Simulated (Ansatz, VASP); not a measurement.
## Tl: VASP beside Ansatz

The input INCAR:

```
PREC = Accurate ; ENCUT = 520
EDIFF = 1E-7 ; ISMEAR = 0
SIGMA = 0.15 ; LREAL = False
LASPH = True ; NELM = 60
ALGO = Fast ; ISIF = 2
LWAVE = False ; LCHARG = False
GGA = PE ; NBANDS = 20
```

File KPOINTS:

```
Automatic mesh
0
Gamma
  18 18 10
```

File POSCAR:

```
Tl
1.0
    3.1795184880      0.0000000000      0.0000000000
   -1.5897592440      2.7535437824      0.0000000000
    0.0000000000      0.0000000000      5.7460000000
Tl
2
Direct
    0.3333333333      0.6666666667      0.2500000000
    0.6666666667      0.3333333333      0.7500000000
```

Input for Ansatz:

```yaml
crystal:
  lattice:
    - [3.179518488, 0.0, 0.0]
    - [-1.589759244, 2.7535437824, 0.0]
    - [0.0, 0.0, 5.746]
  atoms:
    - { symbol: Tl, position: [0.3333333333, 0.6666666667, 0.25] }
    - { symbol: Tl, position: [0.6666666667, 0.3333333333, 0.75] }
basis:
  ecutwfc: 420
kpoints:
  mp_grid: { grid: [18, 18, 10] }
hamiltonian:
  xc: pbe
scf:
  occupations: { method: gaussian, width: 0.15 }
output:
  forces: true
  stress: true
  eigenvalues: true
  write_density: true
  write_potential: true
  elf: true
  volumetric_format: npy
```

Change from the starting cell: strain -0.080 along x and y, +0.040 along z, atoms carried along.

Alike in both runs: task single point; functional PBE; k mesh 18 × 18 × 10; occupations gaussian, width 0.15 eV; no spin polarisation.

|  | VASP | Ansatz |
| --- | --- | --- |
| version | VASP 6.6.1 | Ansatz 0.2.0 |
| potentials or method | VASP PAW PBE potentials, release 64 (Tl_d), cutoff 520 eV | scalar-relativistic, plane waves, PAW |
| valence electrons in the cell | 26 | 26 |

VASP gave:

* gap on the k mesh at the Fermi level (eV): none
* pressure (GPa): 11.1
* traceless stress, the component that is largest in VASP (GPa): -4.20

Question: Estimate Ansatz's values.

Answer: gap on the k mesh at the Fermi level (eV): none; pressure (GPa): 11.2; traceless stress, the component that is largest in VASP (GPa): -4.20.

A gap of «none» marks a metal or a gap that the smearing closes. With one functional, cell and mesh, what is left measures potentials, basis and numerics.

Spin-orbit coupling is off throughout.
